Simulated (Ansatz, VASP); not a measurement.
# SnO2 in VASP and in Ansatz

File INCAR:

```
  PREC = Accurate
  ENCUT = 520
  EDIFF = 1E-6
  ISMEAR = 0
  SIGMA = 0.05
  LREAL = F
  LASPH = T
  NELM = 100
  ALGO = Normal
  ISIF = 2
  LWAVE = F
  LCHARG = F
  NBANDS = 35
```

KPOINTS

```
regular mesh
0
Gamma
  6 6 8
```

File POSCAR:

```
SnO2
1.0
    4.6455914113      0.0000000000      0.0000000000
    0.0000000000      4.6460842930      0.0000000000
    0.0000000000      0.0000000000      3.1384636093
Sn O
2 4
Direct
    0.5000000000      0.5000000000      0.5000000000
    0.0000000000      0.0000000000      0.0000000000
    0.3059920358      0.3407603117      0.0000000000
    0.8059920358      0.1592396883      0.5000000000
    0.1940079642      0.8407603117      0.5000000000
    0.6940079642      0.6592396883      0.0000000000
```

Input for Ansatz:

```yaml
crystal:
  lattice:
    - [4.6455914113, 0.0, 0.0]
    - [0.0, 4.646084293, 0.0]
    - [0.0, 0.0, 3.1384636093]
  atoms:
    - { symbol: Sn, position: [0.5, 0.5, 0.5] }
    - { symbol: Sn, position: [0.0, 0.0, 0.0] }
    - { symbol: O, position: [0.3059920358, 0.3407603117, 0.0] }
    - { symbol: O, position: [0.8059920358, 0.1592396883, 0.5] }
    - { symbol: O, position: [0.1940079642, 0.8407603117, 0.5] }
    - { symbol: O, position: [0.6940079642, 0.6592396883, 0.0] }
basis:
  ecutwfc: 520.0
kpoints:
  mp_grid: { grid: [6, 6, 8] }
hamiltonian:
  xc: lda
  pseudopotentials: { kind: paw, azcp: { folder: soft_1 } }
scf:
  occupations: { method: gaussian, width: 0.05 }
output:
  forces: true
  stress: true
  eigenvalues: true
```

Alike in both runs: task single point; functional LDA; k mesh 6 × 6 × 8; occupations gaussian, width 0.05 eV; no spin polarisation.

|  | VASP | Ansatz |
| --- | --- | --- |
| version | VASP 6.6.1 | Ansatz 0.2.0 |
| potentials or method | VASP PAW LDA potentials, release 64 (Sn_d, O), cutoff 520 eV | scalar-relativistic, plane waves, PAW |
| valence electrons in the cell | 52 | 52 |

```tsv
	VASP	Ansatz	Ansatz less VASP
gap on the k mesh at the Fermi level (eV)	2.09	2.07	-0.027
least direct gap on the mesh (eV)	2.09	2.07	-0.027
pressure (GPa)	20.9	19.0	-1.84
traceless stress, the component that is largest in VASP (GPa)	10.53	9.31	-1.225
rms of the force components (eV/Å)	1.667	1.617	-0.0506
```

Ansatz warns that its potentials were made for another functional, while VASP's fit it. LDA's correlation is that of Perdew and Zunger in VASP and of Perdew and Wang (1992) in Ansatz. Atom by atom the forces differ by 0.051 eV/Å (rms over components).
